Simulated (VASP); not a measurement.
# Cd (Pm-3m) in VASP: further runs

The runs below take Cd through single point, with PBE.

All numbers are computed with VASP 6.6.1; they aren't measurements. Logs are shortened: lines on timing, memory, paths and dates and some standing lists are left out, and cuts for length are marked.

## 1. The cell of the first run

Symmetry: Pm-3m, No. 221, cubic system. Conventional cell: a = 2.722 Å, b = 2.722 Å, c = 2.722 Å, α = 90.00°, β = 90.00°, γ = 90.00°. Cd (site symmetry m-3m) has 6 Cd at 2.72 Å within 3.6 Å.

This isn't the form of Cd at room conditions, which is hcp.

## 2. Single point, PBE (20.18 Å³/atom)

INCAR reads:

```
SYSTEM = Cd
  PREC = Accurate
  ENCUT = 520
  EDIFF = 1E-7
  ISMEAR = -1
  SIGMA = 0.08
  LREAL = .False.
  LASPH = .True.
  NELM = 60
  ALGO = Normal
  ISIF = 2
  LWAVE = .False.
  LCHARG = .False.
  GGA = PE
  NBANDS = 12
```

KPOINTS reads:

```
Automatic mesh
0
Gamma
  14 14 14
  0 0 0
```

POSCAR reads:

```
Cd
1.0
    2.7223941798      0.0000000000      0.0000000000
    0.0000000000      2.7223941798      0.0000000000
    0.0000000000      0.0000000000      2.7223941798
Cd
1
Direct
    0.0000000000      0.0000000000      0.0000000000
```

Potentials or basis: VASP PAW PBE potentials, release 64 (Cd).

Launch:

```
> cat potpaw_PBE.64/Cd/POTCAR > POTCAR
> mpirun -np 1 vasp_std > vasp.out
```

OUTCAR:

```text
SYSTEM = Cd
   PREC = Accurate
   ENCUT = 520
   EDIFF = 1E-7
   ISMEAR = -1
   LREAL = .False.
   LASPH = .True.
   NELM = 60
   ISIF = 2
   GGA = PE

 ion  position               nearest neighbor table
   1  0.000  0.000  0.000-

  LATTYP: Found a simple cubic cell.
 ALAT       =     2.7223941798

  Lattice vectors:

 A1 = (   2.7223941798,   0.0000000000,   0.0000000000)
 A2 = (   0.0000000000,   2.7223941798,   0.0000000000)
 A3 = (   0.0000000000,   0.0000000000,   2.7223941798)

Analysis of symmetry for initial positions (statically):
=====================================================================
 Subroutine PRICEL returns:
 Original cell was already a primitive cell.

 Routine SETGRP: Setting up the symmetry group for a
 simple cubic supercell.

 Subroutine GETGRP returns: Found 48 space group operations
 (whereof 48 operations were pure point group operations)
 out of a pool of 48 trial point group operations.

The static configuration has the point symmetry O_h .

Analysis of symmetry for dynamics (positions and initial velocities):
=====================================================================
 Subroutine PRICEL returns:
 Original cell was already a primitive cell.

 Routine SETGRP: Setting up the symmetry group for a
 simple cubic supercell.

 Subroutine GETGRP returns: Found 48 space group operations
 (whereof 48 operations were pure point group operations)
 out of a pool of 48 trial point group operations.

The dynamic configuration has the point symmetry O_h .

 Subroutine INISYM returns: Found 48 space group operations
 (whereof 48 operations are pure point group operations),
 and found     1 'primitive' translations

----------------------------------------------------------------------------------------

                                     Primitive cell

  volume of cell :      20.1768

  direct lattice vectors                    reciprocal lattice vectors
     2.722394180  0.000000000  0.000000000     0.367323736  0.000000000  0.000000000
     0.000000000  2.722394180  0.000000000     0.000000000  0.367323736  0.000000000
     0.000000000  0.000000000  2.722394180     0.000000000  0.000000000  0.367323736

  length of vectors
     2.722394180  2.722394180  2.722394180     0.367323736  0.367323736  0.367323736

  position of ions in fractional coordinates (direct lattice)
     0.000000000  0.000000000  0.000000000

  ion indices of the primitive-cell ions
   primitive index   ion index
                 1           1

----------------------------------------------------------------------------------------

 KPOINTS: Automatic mesh

Automatic generation of k-mesh.
 Grid dimensions read from file:
 generate k-points for:   14   14   14

 Generating k-lattice:

  Cartesian coordinates                     Fractional coordinates (reciprocal lattice)
     0.026237410  0.000000000  0.000000000     0.071428571  0.000000000  0.000000000
     0.000000000  0.026237410  0.000000000     0.000000000  0.071428571  0.000000000
     0.000000000  0.000000000  0.026237410     0.000000000  0.000000000  0.071428571

  Length of vectors
     0.026237410  0.026237410  0.026237410

  Shift w.r.t. Gamma in fractional coordinates (k-lattice)
     0.000000000  0.000000000  0.000000000

 Subroutine IBZKPT returns following result:
 ===========================================

 Found    120 irreducible k-points:

 Following reciprocal coordinates:
            Coordinates               Weight
  0.000000  0.000000  0.000000      1.000000
  0.071429  0.000000  0.000000      6.000000
  0.142857  0.000000  0.000000      6.000000
  0.214286  0.000000  0.000000      6.000000
  0.285714  0.000000  0.000000      6.000000
  0.357143  0.000000  0.000000      6.000000
[... 16 lines left out ...]
  0.285714  0.214286  0.000000     24.000000
  0.357143  0.214286  0.000000     24.000000
 [... further k-points ...]
   k-points           NKPTS =    120   k-points in BZ     NKDIM =    120   number of bands    NBANDS=     12
   number of dos      NEDOS =    301   number of ions     NIONS =      1
   total plane-waves  NPLWV =   8000
   dimension x,y,z NGX =    20 NGY =   20 NGZ =   20
   dimension x,y,z NGXF=    40 NGYF=   40 NGZF=   40
   ions per type =               1
   NGX,Y,Z   is equivalent  to a cutoff of  12.21, 12.21, 12.21 a.u.
   NGXF,Y,Z  is equivalent  to a cutoff of  24.43, 24.43, 24.43 a.u.
 SYSTEM =  Cd
   PREC   = accura    normal or accurate (medium, high low for compatibility)
   ISTART =      0    job   : 0-new  1-cont  2-samecut
   ICHARG =      2    charge: 1-file 2-atom 10-const
   ISPIN  =      1    spin polarized calculation?
   LNONCOLLINEAR =      F non collinear calculations
   LSORBIT =      F    spin-orbit coupling
   LASPH  =      T    aspherical Exc in radial PAW
   ENCUT  =  520.0 eV  38.22 Ry    6.18 a.u.   5.06  5.06  5.06*2*pi/ulx,y,z
   NELM   =     60;   NELMIN=  2; NELMDL= -5     # of ELM steps
   EDIFF  = 0.1E-06   stopping-criterion for ELM
   LREAL  =      F    real-space projection
   EDIFFG = 0.1E-05   stopping-criterion for IOM
   NSW    =      0    number of steps for IOM
   IBRION =     -1    ionic relax: 0-MD 1-quasi-New 2-CG
   NFREE  =      0    steps in history (QN), initial steepest desc. (CG)
   ISIF   =      2    stress and relaxation
   ISYM   =      2    0-nonsym 1-usesym 2-fastsym
   POTIM  = 0.5000    time-step for ionic-motion
   TEBEG  =    0.0;   TEEND  =   0.0 temperature during run
   PSTRESS=    0.0 pullay stress
   NELECT =      12.0000    total number of electrons
   NUPDOWN=      -1.0000    fix difference up-down
   EMIN   =  10.00;   EMAX   =-10.00  energy-range for DOS
   EFERMI =   0.00;   METHOD = LEGACY
   ISMEAR =    -1;   SIGMA  =   0.08  broadening in eV -4-tet -1-fermi 0-gaus
   EFERMI_NEDOS =   21; number of points for ismear=-14 and -15
   IALGO  =     38    algorithm
   IMIX   =      4    mixing-type and parameters
     AMIX     =   0.40;   BMIX     =  1.00
     AMIX_MAG =   1.60;   BMIX_MAG =  1.00
  volume/ion in A,a.u.               =      20.18       136.16
  Fermi-wavevector in a.u.,A,eV,Ry     =   1.376737  2.601655 25.788538  1.895404
  Thomas-Fermi vector in A             =   2.501954
   LORBIT       =      0    0 simple, 1 ext, 2 COOP (PROOUT), +10 PAW based schemes
   GGA     = PE    functional components
   LHFCALC =     F    Hartree Fock is set to
   AEXX    =    0.0000 exact exchange contribution
   IVDW    =     0    specifies the selected vdW correction
   LEPSILON=     F    determine dielectric tensor
   LRPA    =     F    only Hartree local field effects (RPA)
 non-spin polarized calculation
  energy-cutoff  :      520.00
  volume of cell :       20.18
 maximum number of plane-waves:       554
   NGX = 11   NGY = 11   NGZ = 11

 number of electron      11.9999994 magnetization

 Free energy of the ion-electron system (eV)
  ---------------------------------------------------
  ext. energy  EPLUGINS =         0.00000000
  ---------------------------------------------------
  free energy    TOTEN  =        -0.30451713 eV

  energy without entropy =       -0.29630613  energy(sigma->0) =       -0.30041163

 E-fermi :   3.3437     XC(G=0): -11.3197

 val. band max:        3.3176821032   @ k =   0.4286   0.3571   0.2857
 cond. band min:       3.3527177041   @ k =   0.4286   0.2143   0.0000
 fundamental gap:      0.0350356009
 Fermi energy:         3.3436802964

 k-point     1 :       0.0000    0.0000    0.0000
  band No.  band energies     occupation
      1      -7.3079      2.00000
      2      -7.3079      2.00000
      3      -5.9948      2.00000
      4      -4.9903      2.00000
      5      -4.9903      2.00000
      6      -4.9903      2.00000
      7      14.9098      0.00000
      8      14.9098      0.00000
      9      14.9098      0.00000
     10      19.1711      0.00000
     11      19.1711      0.00000
     12      20.3761      0.00000

 k-point     2 :       0.0714    0.0000    0.0000
  band No.  band energies     occupation
      1      -7.2977      2.00000
      2      -7.2456      2.00000
      3      -5.8766      2.00000
      4      -5.0278      2.00000
      5      -5.0278      2.00000
      6      -4.9871      2.00000
      7      13.5863      0.00000
      8      15.0678      0.00000
      9      15.0678      0.00000
     10      19.1722      0.00000
     11      19.7343      0.00000
     12      21.3193      0.00000

 k-point     3 :       0.1429    0.0000    0.0000
  band No.  band energies     occupation
      1      -7.2691      2.00000
      2      -7.0877      2.00000
      3      -5.5015      2.00000
      4      -5.1317      2.00000
      5      -5.1317      2.00000
      6      -4.9783      2.00000
      7      11.2769      0.00000
      8      15.5305      0.00000
      9      15.5305      0.00000
     10      19.1755      0.00000
     11      19.9617      0.00000
     12      23.9392      0.00000

 k-point     4 :       0.2143    0.0000    0.0000
  band No.  band energies     occupation
      1      -7.2274      2.00000
      2      -6.8930      2.00000
      3      -5.2782      2.00000
      4      -5.2782      2.00000
      5      -4.9656      2.00000
      6      -4.8362      2.00000
      7       8.8971      0.00000
      8      16.2665      0.00000
      9      16.2665      0.00000
     10      19.1802      0.00000
     11      20.1132      0.00000
     12      27.0133      0.00000

 k-point     5 :       0.2857    0.0000    0.0000
  band No.  band energies     occupation
      1      -7.1807      2.00000
      2      -6.7053      2.00000
      3      -5.4362      2.00000
      4      -5.4362      2.00000
      5      -4.9514      2.00000
      6      -3.8769      2.00000
      7       6.6032      0.00000
      8      17.2268      0.00000
      9      17.2268      0.00000
     10      19.1855      0.00000
     11      20.2698      0.00000
     12      26.4500      0.00000
[... 228 lines left out ...]
      1      -6.9402      2.00000
      2      -6.1213      2.00000
      3      -6.0236      2.00000
      4      -5.6799      2.00000
      5      -5.0562      2.00000
      6       0.7964      2.00000
      7       1.1480      2.00000
      8      16.5519      0.00000
      9      16.7302      0.00000
     10      20.2831      0.00000
     11      20.7752      0.00000
     12      23.8098      0.00000

 k-point    22 :       0.2143    0.2143    0.0000
  band No.  band energies     occupation
      1      -7.0046      2.00000
      2      -6.4250      2.00000
      3      -5.7995      2.00000
      4      -5.2641      2.00000
      5      -5.2248      2.00000
      6      -3.6685      2.00000
      7       9.4119      0.00000
      8      10.5562      0.00000
      9      17.6259      0.00000
     10      19.9213      0.00000
     11      21.6343      0.00000
     12      26.6322      0.00000

 k-point    23 :       0.2857    0.2143    0.0000
  band No.  band energies     occupation
      1      -6.9351      2.00000
      2      -6.1593      2.00000
      3      -5.9962      2.00000
      4      -5.4001      2.00000
      5      -5.2230      2.00000
      6      -2.7838      2.00000
      7       7.5085      0.00000
      8      10.9611      0.00000
      9      18.5952      0.00000
     10      19.4919      0.00000
     11      20.3636      0.00000
     12      26.7226      0.00000

 k-point    24 :       0.3571    0.2143    0.0000
  band No.  band energies     occupation
      1      -6.8793      2.00000
      2      -6.1769      2.00000
      3      -5.9260      2.00000
      4      -5.5335      2.00000
      5      -5.2069      2.00000
      6      -1.6116      2.00000
      7       5.3724      0.00000
      8      11.9144      0.00000
      9      17.7236      0.00000
     10      19.7379      0.00000
     11      20.5265      0.00000
     12      25.7826      0.00000

 [... further k-points ...]

------------------------ aborting loop because EDIFF is reached ----------------------------------------

  FORCE on cell =-STRESS in cart. coord.  units (eV):
  Direction    XX          YY          ZZ          XY          YZ          ZX
  --------------------------------------------------------------------------------------
  -------------------------------------------------------------------------------------
  Total        2.6004888      2.6004888      2.6004888     -0.0000000      0.0000000     -0.0000000
  in kB      206.4964266    206.4964266    206.4964266     -0.0000000      0.0000000     -0.0000000
  external PRESSURE =     206.4964266 kB  Pullay stress =       0.0000000 kB

 VOLUME and BASIS-vectors are now :
 -----------------------------------------------------------------------------
  energy-cutoff  :      520.00
  volume of cell :       20.18
      direct lattice vectors                 reciprocal lattice vectors
     2.722394180  0.000000000  0.000000000     0.367323736  0.000000000  0.000000000
     0.000000000  2.722394180  0.000000000     0.000000000  0.367323736  0.000000000
     0.000000000  0.000000000  2.722394180     0.000000000  0.000000000  0.367323736

 POSITION                                       TOTAL-FORCE (eV/Angst)
 -----------------------------------------------------------------------------------
      0.00000      0.00000      0.00000         0.000000      0.000000      0.000000
 -----------------------------------------------------------------------------------
    total drift:                               -0.000000      0.000000     -0.000000

  FREE ENERGIE OF THE ION-ELECTRON SYSTEM (eV)
  ---------------------------------------------------
  free  energy   TOTEN  =        -0.3045171331 eV

  energy  without entropy=       -0.2963061284  energy(sigma->0) =       -0.30041163
```

It took 12 s on 1 thread of AMD EPYC 7R13 (Zen 3), shared host; peak memory 0.11 GiB.

Results:

| Property | Result |
| --- | --- |
| Free energy | -0.3045 eV |
| Pressure | 20.6 GPa |
| Band gap on the k mesh | zero (bands 6 and 7 overlap by 7.90 eV) |

Caveat: the cell stands under pressure.

(Part 1 of 3 ends here.)
